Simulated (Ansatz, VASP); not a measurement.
## Ca3F: VASP beside Ansatz

```
CELL_PARAMETERS angstrom
5.97229 0.00000 0.00000
0.00000 5.97229 0.00000
0.00000 0.00000 3.93020
ATOMIC_POSITIONS crystal
Ca 0.00000 0.50000 0.50000
Ca 0.50000 0.00000 0.50000
Ca 0.50000 0.50000 0.00000
F 0.00000 0.00000 0.00000
```

Alike in both runs: functional PBE; k mesh 4 × 4 × 4; occupations gaussian, width 0.1 eV; no spin polarisation.

Ansatz relaxed the structure, and its values are those at the end. VASP's run is a single point on that final structure, the one shown.

```csv
,VASP,Ansatz
version,VASP 6.6.1,Ansatz 0.2.0
potentials or method,"VASP PAW PBE potentials, release 64 (Ca_sv, F), cutoff 520 eV","scalar-relativistic, plane waves, PAW"
valence electrons in the cell,37,37
```

```csv
,VASP,Ansatz,Ansatz less VASP
gap on the k mesh at the Fermi level (eV),none,none,-
pressure (GPa),0.0,0.0,+0.04
```

A gap of «none» marks a metal or a gap that the smearing closes. With one functional, cell and mesh, what is left measures potentials, basis and numerics.

The k mesh is coarse, so the values compare programs but aren't converged.
